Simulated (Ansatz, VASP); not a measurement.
## One calculation of InP3, two programs

Contents of INCAR:

```
SYSTEM = InP3
ALGO = Normal ; EDIFF = 1E-7
ENCUT = 520 ; GGA = CA
ISIF = 2 ; ISMEAR = 0
LASPH = .TRUE. ; LCHARG = .FALSE.
LREAL = .FALSE. ; LWAVE = .FALSE.
NBANDS = 38 ; NELM = 80
PREC = Accurate ; SIGMA = 0.15
```

File KPOINTS:

```
k-points
0
G
  6 6 6
  0 0 0
```

The input POSCAR:

```
InP3
1.0
    3.6889630207      2.1298237930      3.2456646549
   -3.6889630207      2.1298237930      3.2456646549
    0.0000000000     -4.2596475860      3.2456646549
In P
2 6
Direct
    0.2735775171      0.2735775171      0.2735775171
    0.7264224829      0.7264224829      0.7264224829
    0.7939412175      0.2412820278      0.7939412175
    0.7939412175      0.7939412175      0.2412820278
    0.2412820278      0.7939412175      0.7939412175
    0.2060587825      0.7587179722      0.2060587825
    0.7587179722      0.2060587825      0.2060587825
    0.2060587825      0.2060587825      0.7587179722
```

Input for Ansatz:

```yaml
crystal:
  lattice:
    - [3.6889630207, 2.129823793, 3.2456646549]
    - [-3.6889630207, 2.129823793, 3.2456646549]
    - [0.0, -4.259647586, 3.2456646549]
  atoms:
    - { symbol: In, position: [0.2735775171, 0.2735775171, 0.2735775171] }
    - { symbol: In, position: [0.7264224829, 0.7264224829, 0.7264224829] }
    - { symbol: P, position: [0.7939412175, 0.2412820278, 0.7939412175] }
    - { symbol: P, position: [0.7939412175, 0.7939412175, 0.2412820278] }
    - { symbol: P, position: [0.2412820278, 0.7939412175, 0.7939412175] }
    - { symbol: P, position: [0.2060587825, 0.7587179722, 0.2060587825] }
    - { symbol: P, position: [0.7587179722, 0.2060587825, 0.2060587825] }
    - { symbol: P, position: [0.2060587825, 0.2060587825, 0.7587179722] }
basis:
  ecutwfc: 420
kpoints:
  mp_grid: { grid: [6, 6, 6] }
hamiltonian:
  xc: lda
scf:
  occupations: { method: gaussian, width: 0.15 }
output:
  forces: true
  stress: true
  eigenvalues: true
```

Alike in both runs: task single point; functional LDA; k mesh 6 × 6 × 6; occupations gaussian, width 0.15 eV; no spin polarisation.

```csv
,VASP,Ansatz
version,VASP 6.6.1,Ansatz 0.2.0
potentials or method,"VASP PAW LDA potentials, release 64 (In_d, P), cutoff 520 eV","scalar-relativistic, plane waves, PAW"
valence electrons in the cell,56,56
```

|  | VASP | Ansatz | Ansatz less VASP |
| --- | --- | --- | --- |
| gap on the k mesh at the Fermi level (eV) | none | none | - |
| pressure (GPa) | -0.1 | 0.0 | +0.10 |
| rms of the force components (eV/Å) | 0.023 | 0.005 | -0.0180 |

LDA's correlation is that of Perdew and Zunger in VASP and of Perdew and Wang (1992) in Ansatz. Atom by atom the forces differ by 0.022 eV/Å (rms over components). A gap of «none» marks a metal or a gap that the smearing closes.
